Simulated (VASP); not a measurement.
Set up this calculation in VASP 6.6.1, as the native input.

| Property | Result |
| --- | --- |
| Task | single point |
| Functional | revPBE |
| Potentials or basis | VASP PAW PBE potentials, release 64 (K_sv) |
| Cutoff | 520 eV |
| k mesh | 9 × 9 × 9 |
| Occupations | fermi-dirac, width 0.1 eV |
| Spin | no spin polarisation |
| Dipole correction | no |
| Further INCAR settings | ALGO = Normal; EDIFF = 1e-06; NBANDS = 16 |

The structure of K lies in POSCAR:

```
K
1.0
    0.0000000000      4.9621559076      4.9621559076
    4.9621559076      0.0000000000      4.9621559076
    4.9621559076      4.9621559076      0.0000000000
K
2
Direct
    0.1250000000      0.1250000000      0.1250000000
    0.8750000000      0.8750000000      0.8750000000
```

This isn't the form of K at room conditions, which is bcc.

The input as run:

INCAR

```
SYSTEM = K
PREC     = Accurate       ! precision mode
ENCUT    = 520            ! plane-wave cutoff, eV
EDIFF    = 1E-6           ! SCF threshold, eV
ISMEAR   = -1             ! smearing method
SIGMA    = 0.1            ! smearing width, eV
LREAL    = .False.        ! projectors in reciprocal space
LASPH    = .True.         ! aspherical terms in the spheres
NELM     = 80             ! most SCF steps
ALGO     = Normal         ! electronic algorithm
ISIF     = 2              ! what is computed and relaxed
LWAVE    = .False.        ! write WAVECAR
LCHARG   = .True.         ! write CHGCAR
GGA      = RE             ! functional
LELF     = .True.         ! ELF
LVHAR    = .True.       
NBANDS   = 16             ! bands
```

KPOINTS

```
Automatic mesh
0
Gamma
  9 9 9
  0 0 0
```

Potentials or basis: VASP PAW PBE potentials, release 64 (K_sv).

Run with:

```bash
$ cat potpaw_PBE.64/K_sv/POTCAR > POTCAR
$ mpirun -np 1 vasp_std > vasp.out
```

It gave:

The pressure is 0.0 GPa. The band gap on the k mesh is zero (bands 9 and 10 overlap by 0.10 eV).

Caveat: the PAW data sets were made with another functional, which shifts forces and pressure a little.

It took 90 s on 1 thread of Intel(R) Xeon(R) 6975P-C (Granite Rapids), on a shared host, peak memory 0.43 GiB.
